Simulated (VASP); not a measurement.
Wanted: the native input for a VASP 6.6.1 run.

| Item | Value |
| --- | --- |
| Task | single point |
| Functional | r2SCAN |
| Potentials or basis | VASP PAW PBE potentials, release 64 (Be, Pt) |
| Cutoff | 660 eV |
| k mesh | 7 × 7 × 7 |
| Occupations | fermi-dirac, width 0.1 eV |
| Spin | no spin polarisation |
| Dipole correction | no |
| Further INCAR settings | ALGO = Normal; EDIFF = 1e-06; NBANDS = 19 |

The system is Be5Pt.

```
Be Pt
1.0
     0.00000    2.98130    2.98130
     2.98130    0.00000    2.98130
     2.98130    2.98130    0.00000
Be Pt
5 1
Cartesian
  1.4907 1.4907 1.4907
  2.2404 2.2404 3.7222
  2.2404 3.7222 2.2404
  3.7222 2.2404 2.2404
  3.7222 3.7222 3.7222
  0.0000 0.0000 0.0000
```

These files were run (other wordings do the same):

POSCAR

```
Be5Pt
1.0
    0.0000000000      2.9813020700      2.9813020700
    2.9813020700      0.0000000000      2.9813020700
    2.9813020700      2.9813020700      0.0000000000
Be Pt
5 1
Direct
    0.2499999992      0.2499999992      0.2499999992
    0.6242626196      0.6242626196      0.1272121312
    0.6242626196      0.1272121312      0.6242626196
    0.1272121312      0.6242626196      0.6242626196
    0.6242626196      0.6242626196      0.6242626196
    0.0000000000      0.0000000000      0.0000000000
```

INCAR.step1

```
PREC = Accurate
ENCUT = 660
ISMEAR = -1
SIGMA = 0.1
LREAL = False
LASPH = True
NELM = 120
NBANDS = 19
GGA = PE
ALGO = Normal
EDIFF = 1E-5
LWAVE = True
LCHARG = False
GGA_COMPAT = False
```

INCAR.step2

```
PREC = Accurate
ENCUT = 660
EDIFF = 1E-6
ISMEAR = -1
SIGMA = 0.1
LREAL = False
LASPH = True
NELM = 120
ALGO = Normal
ISIF = 2
LWAVE = False
LCHARG = False
METAGGA = R2SCAN
LMIXTAU = True
NBANDS = 19
ISTART = 1
GGA_COMPAT = False
```

KPOINTS

```
regular mesh
0
Gamma
  7 7 7
```

Potentials or basis: VASP PAW PBE potentials, release 64 (Be, Pt).

Run with:

```sh
$ cat potpaw_PBE.64/Be/POTCAR potpaw_PBE.64/Pt/POTCAR > POTCAR
$ cp INCAR.step1 INCAR
$ mpirun -np 1 vasp_std > vasp.out
$ cp INCAR.step2 INCAR
$ mpirun -np 1 vasp_std > vasp.out
```

It gave:

```
Pressure      : 0.2 GPa
Largest force : 0.090 eV/Å
```

Caveat: the PAW data sets were made with another functional, which shifts forces and pressure a little.

Wall time 3.3 min on 1 thread of Intel Xeon 8259CL (shared host), peak memory 0.22 GiB.
